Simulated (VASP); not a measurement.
Set up this calculation in VASP 6.6.1, as the native input.

- Task: relaxation of cell and atoms
- Functional: PBE
- Potentials or basis: VASP PAW PBE potentials, release 64 (Sc_sv, Al, Tl_d, As)
- Cutoff: 600 eV
- k mesh: 3 × 3 × 6
- Occupations: gaussian, width 0.1 eV
- Spin: no spin polarisation
- Dipole correction: no
- Further INCAR settings: ALGO = Normal; EDIFF = 1e-07; IBRION = 2; EDIFFG = -0.04; NSW = 90; ISIF = 3

The structure of ScAlTlAs3 lies in POSCAR:

```
ScAlTlAs3
1.0
    6.5994140478      0.0000000000      0.0000000000
   -3.2997070239      5.7152602155      0.0000000000
    0.0000000000      0.0000000000      3.7309267078
Sc Al Tl As
1 1 1 3
Direct
    0.3333333333      0.6666666667      0.0000000000
    0.0000000000      0.0000000000      0.0000000000
    0.6666666667      0.3333333333      0.0000000000
    0.6801811545      0.8400905773      0.5000000000
    0.1599094227      0.8400905773      0.5000000000
    0.1599094227      0.3198188455      0.5000000000
```

One way to write it, as run:

INCAR

```
SYSTEM = ScAlTlAs3
  PREC = Accurate
  ENCUT = 600
  EDIFF = 1E-7
  ISMEAR = 0
  SIGMA = 0.1
  LREAL = .False.
  LASPH = .True.
  NELM = 100
  ALGO = Normal
  ISIF = 3
  LWAVE = .False.
  LCHARG = .False.
  GGA = PE
  IBRION = 2
  NSW = 90
  EDIFFG = -0.04
```

KPOINTS

```
Automatic mesh
0
Gamma
  3 3 6
  0 0 0
```

Potentials or basis: VASP PAW PBE potentials, release 64 (Sc_sv, Al, Tl_d, As).

The run is started by

```console
$ cat potpaw_PBE.64/Sc_sv/POTCAR potpaw_PBE.64/Al/POTCAR potpaw_PBE.64/Tl_d/POTCAR potpaw_PBE.64/As/POTCAR > POTCAR
$ mpirun -np 1 vasp_std > vasp.out
```

Results of the run:

- Pressure after relaxing: 0.1 GPa
- Largest force after relaxing: 0.036 eV/Å
- Band gap on the k mesh: zero (band 21 reaches 5.32 eV, above the bottom of band 22 at 4.72 eV)

Caveat: the k points lie up to 0.37 Å⁻¹ apart in the final cell; the relaxation stopped at its first step, so nothing moved; spin-orbit coupling is left out, which moves the levels of the heavy elements.

Wall time 50 s on 1 thread of AMD EPYC 9R45 96-Core Processor (Zen 5) (shared host), peak memory 0.29 GiB.
